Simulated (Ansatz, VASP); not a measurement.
# Mg2CdSe3: VASP beside Ansatz

```xyz
6
Lattice="3.9535 0.0000 0.0000 -1.9768 3.4239 0.0000 0.0000 0.0000 9.6858" Properties=species:S:1:pos:R:3 pbc="T T T"
Mg    1.9768    1.1413    1.5769
Mg    0.0000    2.2826    8.1089
Cd    0.0000    0.0000    4.8429
Se    1.9768    1.1413    6.5458
Se    0.0000    0.0000    0.0000
Se    0.0000    2.2826    3.1400
```

Alike in both runs: functional PBE; k mesh 12 × 12 × 4; occupations gaussian, width 0.02 eV; no spin polarisation.

Ansatz relaxed the structure, and its values are those at the end. VASP's run is a single point on that final structure, the one shown.

|  | VASP | Ansatz |
| --- | --- | --- |
| version | VASP 6.6.1 | Ansatz 0.2.0 |
| potentials or method | VASP PAW PBE potentials, release 64 (Mg, Cd, Se), cutoff 520 eV | scalar-relativistic, plane waves, PAW |
| valence electrons in the cell | 34 | 88 |

|  | VASP | Ansatz | Ansatz less VASP |
| --- | --- | --- | --- |
| gap on the k mesh at the Fermi level (eV) | 0.86 | 0.88 | +0.016 |
| least direct gap on the mesh (eV) | 1.51 | 1.52 | +0.014 |
| pressure (GPa) | 0.0 | 0.0 | -0.04 |
| rms of the force components (eV/Å) | 0.014 | 0.001 | -0.0128 |

VASP's potentials hold 34 valence electrons a cell and Ansatz's 88, so a difference there can come from the potentials and not from the codes.
